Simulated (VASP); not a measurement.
Sc12H (a cell with a defect), 13 atoms in the cell. The cell holds a defect, 13 atoms: a = 6.620 Å, b = 9.930 Å, c = 5.276 Å, α = 90.00°, β = 90.00°, γ = 120.00°. 

* Program: VASP 6.6.1
* Task: molecular dynamics
* Functional: PBEsol
* Potentials or basis: VASP PAW PBE potentials, release 64 (Sc_sv, H)
* Cutoff: 520 eV
* k mesh: 2 × 1 × 2
* Occupations: fermi-dirac, width 0.15 eV
* Spin: no spin polarisation
* Dipole correction: no
* Further INCAR settings: ALGO = Normal; EDIFF = 1e-05; NBANDS = 78; ISYM = 0; IBRION = 0; POTIM = 0.75; NSW = 40

Potentials or basis: VASP PAW PBE potentials, release 64 (Sc_sv, H).

Command:

```sh
$ cat potpaw_PBE.64/Sc_sv/POTCAR potpaw_PBE.64/H/POTCAR > POTCAR
$ mpirun -np 1 vasp_std > vasp.out
```

Hardware: 1 thread of AMD EPYC 9R45 96-Core Processor (Zen 5), with other jobs on the host.

Q: Estimate the wall time of this run.

A: Wall time 21 min on 1 thread of AMD EPYC 9R45 96-Core Processor (Zen 5) (shared host), peak memory 0.51 GiB. Counts: scf iterations 186, k points 4, ion steps 40.
